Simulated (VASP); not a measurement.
# FeSi3Ni (Pm-3m) in VASP: notebook

The runs below take FeSi3Ni through single point, with PBE.

Everything below comes from runs of VASP 6.6.1. Logs are shortened: lines on timing, memory, paths and dates and some standing lists are left out, and cuts for length are marked.

## (1) The cell of the first run

The structure is cubic, space group Pm-3m (No. 221). The conventional cell has a = 4.031 Å, b = 4.031 Å, c = 4.031 Å, α = 90.00°, β = 90.00°, γ = 90.00°. Fe (site symmetry m-3m) has 12 Si at 2.85 Å and 8 Ni at 3.49 Å within 3.8 Å. Si (site symmetry 4/mmm) has 2 Ni at 2.02 Å within 2.7 Å. Within 2.7 Å of Ni (site symmetry m-3m) lie 6 Si at 2.02 Å.

The cell was built from a structure type or drawn by symmetry, and may not be a known phase.

## (2) Single point, PBE, collinear spin, ferromagnetic start

The input, INCAR:

```
SYSTEM = FeSi3Ni
ALGO = Normal
EDIFF = 1E-7
ENCUT = 520
GGA = PE
ISIF = 2
ISMEAR = 0
ISPIN = 2
LASPH = .TRUE.
LCHARG = .FALSE.
LMAXMIX = 4
LORBIT = 11
LREAL = .FALSE.
LWAVE = .FALSE.
MAGMOM = 4 0 0 0 2
NBANDS = 27
NELM = 150
PREC = Accurate
SIGMA = 0.1
```

The input, KPOINTS:

```
k-points
0
G
  4 4 4
  0 0 0
```

The input, POSCAR:

```
FeSi3Ni
1.0
    4.0309831200      0.0000000000      0.0000000000
    0.0000000000      4.0309831200      0.0000000000
    0.0000000000      0.0000000000      4.0309831200
Fe Si Ni
1 3 1
Direct
    0.0000000000      0.0000000000      0.0000000000
    0.0000000000      0.5000000000      0.5000000000
    0.5000000000      0.0000000000      0.5000000000
    0.5000000000      0.5000000000      0.0000000000
    0.5000000000      0.5000000000      0.5000000000
```

Potentials or basis: VASP PAW PBE potentials, release 64 (Fe, Si, Ni).

Run with:

```console
cat potpaw_PBE.64/Fe/POTCAR potpaw_PBE.64/Si/POTCAR potpaw_PBE.64/Ni/POTCAR > POTCAR
mpirun -np 1 vasp_std > vasp.out
```

OUTCAR:

```text
SYSTEM = FeSi3Ni
   EDIFF = 1E-7
   ENCUT = 520
   GGA = PE
   ISIF = 2
   ISMEAR = 0
   ISPIN = 2
   LASPH = .TRUE.
   LORBIT = 11
   LREAL = .FALSE.
   NELM = 150
   PREC = Accurate

 ion  position               nearest neighbor table
   1  0.000  0.000  0.000-   2 2.85   3 2.85   4 2.85   2 2.85   3 2.85   2 2.85   4 2.85   2 2.85
                             3 2.85   4 2.85   3 2.85   4 2.85
   2  0.000  0.500  0.500-   5 2.02   5 2.02   4 2.85   1 2.85   1 2.85   4 2.85   1 2.85   3 2.85
                             1 2.85   3 2.85   4 2.85   3 2.85   4 2.85   3 2.85
   3  0.500  0.000  0.500-   5 2.02   5 2.02   4 2.85   1 2.85   1 2.85   4 2.85   2 2.85   4 2.85
                             2 2.85   4 2.85   1 2.85   2 2.85   1 2.85   2 2.85
   4  0.500  0.500  0.000-   5 2.02   5 2.02   3 2.85   1 2.85   2 2.85   3 2.85   2 2.85   1 2.85
                             3 2.85   3 2.85   1 2.85   2 2.85   2 2.85   1 2.85
   5  0.500  0.500  0.500-   2 2.02   3 2.02   4 2.02   4 2.02   3 2.02   2 2.02

  LATTYP: Found a simple cubic cell.
 ALAT       =     4.0309831200

  Lattice vectors:

 A1 = (   4.0309831200,   0.0000000000,   0.0000000000)
 A2 = (   0.0000000000,   4.0309831200,   0.0000000000)
 A3 = (   0.0000000000,   0.0000000000,   4.0309831200)

Analysis of symmetry for initial positions (statically):
=====================================================================
 Subroutine PRICEL returns:
 Original cell was already a primitive cell.

 Routine SETGRP: Setting up the symmetry group for a
 simple cubic supercell.

 Subroutine GETGRP returns: Found 48 space group operations
 (whereof 48 operations were pure point group operations)
 out of a pool of 48 trial point group operations.

The static configuration has the point symmetry O_h .

Analysis of symmetry for dynamics (positions and initial velocities):
=====================================================================
 Subroutine PRICEL returns:
 Original cell was already a primitive cell.

 Routine SETGRP: Setting up the symmetry group for a
 simple cubic supercell.

 Subroutine GETGRP returns: Found 48 space group operations
 (whereof 48 operations were pure point group operations)
 out of a pool of 48 trial point group operations.

The dynamic configuration has the point symmetry O_h .

Analysis of structural, dynamic, and magnetic symmetry:
=====================================================================
 Subroutine PRICEL returns:
 Original cell was already a primitive cell.

 Routine SETGRP: Setting up the symmetry group for a
 simple cubic supercell.

 Subroutine GETGRP returns: Found 48 space group operations
 (whereof 48 operations were pure point group operations)
 out of a pool of 48 trial point group operations.

The overall configuration has the point symmetry O_h .

 Subroutine INISYM returns: Found 48 space group operations
 (whereof 48 operations are pure point group operations),
 and found     1 'primitive' translations

----------------------------------------------------------------------------------------

                                     Primitive cell

  volume of cell :      65.4987

  direct lattice vectors                    reciprocal lattice vectors
     4.030983120  0.000000000  0.000000000     0.248078439  0.000000000  0.000000000
     0.000000000  4.030983120  0.000000000     0.000000000  0.248078439  0.000000000
     0.000000000  0.000000000  4.030983120     0.000000000  0.000000000  0.248078439

  length of vectors
     4.030983120  4.030983120  4.030983120     0.248078439  0.248078439  0.248078439

  position of ions in fractional coordinates (direct lattice)
     0.000000000  0.000000000  0.000000000
     0.000000000  0.500000000  0.500000000
     0.500000000  0.000000000  0.500000000
     0.500000000  0.500000000  0.000000000
     0.500000000  0.500000000  0.500000000

  ion indices of the primitive-cell ions
   primitive index   ion index
                 1           1
                 2           2
                 3           3
                 4           4
                 5           5

----------------------------------------------------------------------------------------

 KPOINTS: k-points

[... 30 lines left out ...]
  0.250000  0.250000  0.250000      8.000000
  0.500000  0.250000  0.250000     12.000000
  0.500000  0.500000  0.250000      6.000000
  0.500000  0.500000  0.500000      1.000000
   k-points           NKPTS =     10   k-points in BZ     NKDIM =     10   number of bands    NBANDS=     27
   number of dos      NEDOS =    301   number of ions     NIONS =      5
   total plane-waves  NPLWV =  27000
   dimension x,y,z NGX =    30 NGY =   30 NGZ =   30
   dimension x,y,z NGXF=    60 NGYF=   60 NGZF=   60
   ions per type =               1   3   1
   NGX,Y,Z   is equivalent  to a cutoff of  12.37, 12.37, 12.37 a.u.
   NGXF,Y,Z  is equivalent  to a cutoff of  24.75, 24.75, 24.75 a.u.
 SYSTEM =  FeSi3Ni
   PREC   = accura    normal or accurate (medium, high low for compatibility)
   ISTART =      0    job   : 0-new  1-cont  2-samecut
   ICHARG =      2    charge: 1-file 2-atom 10-const
   ISPIN  =      2    spin polarized calculation?
   LNONCOLLINEAR =      F non collinear calculations
   LSORBIT =      F    spin-orbit coupling
   LASPH  =      T    aspherical Exc in radial PAW
   ENCUT  =  520.0 eV  38.22 Ry    6.18 a.u.   7.49  7.49  7.49*2*pi/ulx,y,z
   NELM   =    150;   NELMIN=  2; NELMDL= -5     # of ELM steps
   EDIFF  = 0.1E-06   stopping-criterion for ELM
   LREAL  =      F    real-space projection
   EDIFFG = 0.1E-05   stopping-criterion for IOM
   NSW    =      0    number of steps for IOM
   IBRION =     -1    ionic relax: 0-MD 1-quasi-New 2-CG
   NFREE  =      0    steps in history (QN), initial steepest desc. (CG)
   ISIF   =      2    stress and relaxation
   ISYM   =      2    0-nonsym 1-usesym 2-fastsym
   POTIM  = 0.5000    time-step for ionic-motion
   TEBEG  =    0.0;   TEEND  =   0.0 temperature during run
   PSTRESS=    0.0 pullay stress
   NELECT =      30.0000    total number of electrons
   NUPDOWN=      -1.0000    fix difference up-down
   EMIN   =  10.00;   EMAX   =-10.00  energy-range for DOS
   EFERMI =   0.00;   METHOD = LEGACY
   ISMEAR =     0;   SIGMA  =   0.10  broadening in eV -4-tet -1-fermi 0-gaus
   EFERMI_NEDOS =   21; number of points for ismear=-14 and -15
   IALGO  =     38    algorithm
   IMIX   =      4    mixing-type and parameters
     AMIX     =   0.40;   BMIX     =  1.00
     AMIX_MAG =   1.60;   BMIX_MAG =  1.00
  volume/ion in A,a.u.               =      13.10        88.40
  Fermi-wavevector in a.u.,A,eV,Ry     =   1.261937  2.384715 21.667067  1.592484
  Thomas-Fermi vector in A             =   2.395370
   LORBIT       =     11    0 simple, 1 ext, 2 COOP (PROOUT), +10 PAW based schemes
   GGA     = PE    functional components
   LHFCALC =     F    Hartree Fock is set to
   AEXX    =    0.0000 exact exchange contribution
   IVDW    =     0    specifies the selected vdW correction
   LEPSILON=     F    determine dielectric tensor
   LRPA    =     F    only Hartree local field effects (RPA)
 spin polarized calculation
 Gauss-broadening in eV      SIGMA  =   0.10
  energy-cutoff  :      520.00
  volume of cell :       65.50
 maximum number of plane-waves:      1791
 NGX is ok and might be reduce to    30
   NGX = 15   NGY = 15   NGZ = 15

 number of electron      29.9999997 magnetization       2.6119797

 Free energy of the ion-electron system (eV)
  ---------------------------------------------------
  ext. energy  EPLUGINS =         0.00000000
  ---------------------------------------------------
  free energy    TOTEN  =       -24.96406816 eV

  energy without entropy =      -24.93418679  energy(sigma->0) =      -24.94912747

 E-fermi :   9.7854     XC(G=0): -11.7154

 val. band max:        9.7484631243   @ k =   0.2500   0.2500   0.0000
 cond. band min:       9.8199801245   @ k =   0.5000   0.2500   0.2500
 fundamental gap:      0.0715170001
 Fermi energy:         9.7853919231

 spin component 1

 k-point     1 :       0.0000    0.0000    0.0000
  band No.  band energies     occupation
      1      -4.0033      1.00000
      2       1.9113      1.00000
      3       1.9113      1.00000
      4       4.5728      1.00000
      5       4.5728      1.00000
      6       4.5728      1.00000
[... 289 lines left out ...]
     26      19.3354      0.00000
     27      19.3503      0.00000
 Fermi energy:         9.7853919231

 spin component 2

 k-point     1 :       0.0000    0.0000    0.0000
  band No.  band energies     occupation
      1      -3.9809      1.00000
      2       1.9956      1.00000
      3       1.9956      1.00000
      4       4.5815      1.00000
      5       4.5815      1.00000
      6       4.5815      1.00000
[... 289 lines left out ...]
     26      19.3366      0.00000
     27      19.3366      0.00000

------------------------ aborting loop because EDIFF is reached ----------------------------------------

  FORCE on cell =-STRESS in cart. coord.  units (eV):
  Direction    XX          YY          ZZ          XY          YZ          ZX
  --------------------------------------------------------------------------------------
  -------------------------------------------------------------------------------------
  Total       13.6407270     13.6407270     13.6407270     -0.0000000      0.0000000     -0.0000000
  in kB      333.6684633    333.6684633    333.6684633     -0.0000000      0.0000000     -0.0000000
  external PRESSURE =     333.6684633 kB  Pullay stress =       0.0000000 kB

 VOLUME and BASIS-vectors are now :
 -----------------------------------------------------------------------------
  energy-cutoff  :      520.00
  volume of cell :       65.50
      direct lattice vectors                 reciprocal lattice vectors
     4.030983120  0.000000000  0.000000000     0.248078439  0.000000000  0.000000000
     0.000000000  4.030983120  0.000000000     0.000000000  0.248078439  0.000000000
     0.000000000  0.000000000  4.030983120     0.000000000  0.000000000  0.248078439

 POSITION                                       TOTAL-FORCE (eV/Angst)
 -----------------------------------------------------------------------------------
      0.00000      0.00000      0.00000         0.000000      0.000000      0.000000
      0.00000      2.01549      2.01549         0.000000      0.000000      0.000000
      2.01549      0.00000      2.01549         0.000000      0.000000      0.000000
      2.01549      2.01549      0.00000         0.000000      0.000000      0.000000
      2.01549      2.01549      2.01549         0.000000      0.000000      0.000000
 -----------------------------------------------------------------------------------
    total drift:                                0.000000      0.000000      0.000000

  FREE ENERGIE OF THE ION-ELECTRON SYSTEM (eV)
  ---------------------------------------------------
  free  energy   TOTEN  =       -24.9640681624 eV

  energy  without entropy=      -24.9341867871  energy(sigma->0) =      -24.94912747

 total charge

# of ion       s       p       d       tot
------------------------------------------
    1        0.423   0.241   6.244   6.908
    2        0.831   0.816   0.000   1.647
    3        0.831   0.816   0.000   1.647
    4        0.831   0.816   0.000   1.647
    5        0.799   1.138   8.842  10.779
--------------------------------------------------
tot          3.714   3.827  15.086  22.627

 magnetization (x)

# of ion       s       p       d       tot
------------------------------------------
    1        0.020   0.027   2.491   2.538
    2        0.026  -0.014   0.000   0.012
    3        0.026  -0.014   0.000   0.012
    4        0.026  -0.014   0.000   0.012
    5        0.017   0.036   0.021   0.074
--------------------------------------------------
tot          0.114   0.022   2.512   2.648
```

Wall time 47 s (1 thread of AMD EPYC 7R13 (Zen 3), shared host); peak memory 0.17 GiB.

What came out:

```
Free energy                                           : -24.9641 eV
Pressure                                              : 33.4 GPa
Net moment                                            : 2.61 μB per cell
Site moments                                          : Fe +2.54; Si +0.01; Ni +0.07 μB
Valence electrons inside the program's atomic spheres : Fe 6.91; Si 1.65; Ni 10.78
```

Levels at points of the mesh, in eV from the Fermi level:
Spin up:
| k point | band 13 | band 14 | band 15 | band 16 | band 17 | band 18 | band 19 | band 20 |
| --- | --- | --- | --- | --- | --- | --- | --- | --- |
| (0.00, 0.00, 0.00) | -2.29 | -2.29 | -1.17 | -0.17 | -0.17 | 2.28 | 2.28 | 2.28 |
| (0.50, 0.00, 0.00) | -1.37 | -1.37 | -0.52 | -0.09 | -0.04 | 0.18 | 0.18 | 1.07 |
| (0.50, 0.50, 0.00) | -2.37 | -2.14 | -2.14 | 0.22 | 0.22 | 1.53 | 2.19 | 2.19 |
| (0.50, 0.50, 0.50) | -2.25 | -2.25 | -1.93 | -1.64 | -1.64 | -1.64 | 7.08 | 7.08 |
Spin down:
| k point | band 9 | band 10 | band 11 | band 12 | band 13 | band 14 | band 15 | band 16 | band 17 | band 18 |
| --- | --- | --- | --- | --- | --- | --- | --- | --- | --- | --- |
| (0.00, 0.00, 0.00) | -4.84 | -2.34 | -2.34 | -0.84 | -0.36 | -0.36 | -0.36 | 1.44 | 1.44 | 2.21 |
| (0.50, 0.00, 0.00) | -4.41 | -2.57 | -0.51 | -0.39 | -0.32 | 0.04 | 0.20 | 0.20 | 0.34 | 0.34 |
| (0.50, 0.50, 0.00) | -2.85 | -2.63 | -1.10 | -1.10 | -0.47 | 0.10 | 0.25 | 0.25 | 0.28 | 2.02 |
| (0.50, 0.50, 0.50) | -5.59 | -2.24 | -2.24 | -2.24 | -1.51 | 0.37 | 0.37 | 0.44 | 0.44 | 0.44 |

Caveat: the k points lie up to 0.39 Å⁻¹ apart.

## (3) Single point, PBE, collinear spin, ferromagnetic start

This run uses another cell than the first one, of 16.53 Å³/atom.

The input, INCAR:

```
SYSTEM = FeSi3Ni
PREC = Accurate ; ENCUT = 520
EDIFF = 1E-6 ; ISMEAR = 0
SIGMA = 0.1 ; LREAL = .False.
LASPH = .True. ; NELM = 150
ALGO = Normal ; ISIF = 2
LWAVE = .False. ; LCHARG = .True.
ISPIN = 2 ; MAGMOM = 3.33 0 0 0 0
LORBIT = 11 ; LMAXMIX = 4
GGA = PE ; LELF = .True.
LVHAR = .True. ; NBANDS = 27
```

The input, KPOINTS:

```
regular mesh
0
Gamma
  10 10 10
  0 0 0
```

Edit POSCAR of step 2 so:

```diff
@@ -2,5 +2,5 @@
 1.0
-    4.0309831200      0.0000000000      0.0000000000
-    0.0000000000      4.0309831200      0.0000000000
-    0.0000000000      0.0000000000      4.0309831200
+    4.3559200600      0.0000000000      0.0000000000
+    0.0000000000      4.3559200600      0.0000000000
+    0.0000000000      0.0000000000      4.3559200600
 Fe Si Ni
```

Potentials or basis: VASP PAW PBE potentials, release 64 (Fe, Si, Ni).

Run with:

```console
cat potpaw_PBE.64/Fe/POTCAR potpaw_PBE.64/Si/POTCAR potpaw_PBE.64/Ni/POTCAR > POTCAR
mpirun -np 1 vasp_std > vasp.out
```

It took 3.6 min on 1 thread of AMD EPYC 7R13 (Zen 3), shared host; peak memory 0.31 GiB.

Results (log left out):

```yaml
Free_energy: -26.3087 eV
Pressure: 0.0 GPa
Net_moment: 2.76 μB per cell
Site_moments: Fe +2.94; Si -0.02; Ni -0.04 μB
Valence_electrons_inside_the_program's_atomic_spheres: Fe 6.65; Si 1.56; Ni 10.02
```

Levels at points of the mesh, in eV from the Fermi level:
Spin up:
```tsv
k point	band 14	band 15	band 16	band 17	band 18	band 19
(0.00, 0.00, 0.00)	-2.45	-1.10	-0.83	-0.83	1.98	1.98
(0.50, 0.00, 0.00)	-1.71	-0.91	-0.84	0.16	0.28	0.28
(0.50, 0.50, 0.00)	-2.14	-2.05	0.08	0.08	0.59	1.63
(0.50, 0.50, 0.50)	-2.14	-1.66	-1.66	-1.66	-1.56	5.59
```
Spin down:
| k point | band 10 | band 11 | band 12 | band 13 | band 14 | band 15 | band 16 | band 17 | band 18 | band 19 |
| --- | --- | --- | --- | --- | --- | --- | --- | --- | --- | --- |
| (0.00, 0.00, 0.00) | -1.83 | -1.83 | -0.72 | -0.16 | -0.16 | -0.16 | 0.86 | 0.86 | 1.83 | 1.83 |
| (0.50, 0.00, 0.00) | -1.71 | -1.03 | -0.72 | -0.16 | 0.16 | 0.23 | 0.23 | 0.25 | 0.25 | 0.54 |
| (0.50, 0.50, 0.00) | -2.13 | -0.78 | -0.78 | -0.44 | 0.04 | 0.04 | 0.30 | 0.41 | 1.05 | 2.25 |
| (0.50, 0.50, 0.50) | -1.72 | -1.72 | -1.72 | -1.03 | 0.31 | 0.31 | 0.31 | 0.49 | 0.49 | 5.44 |
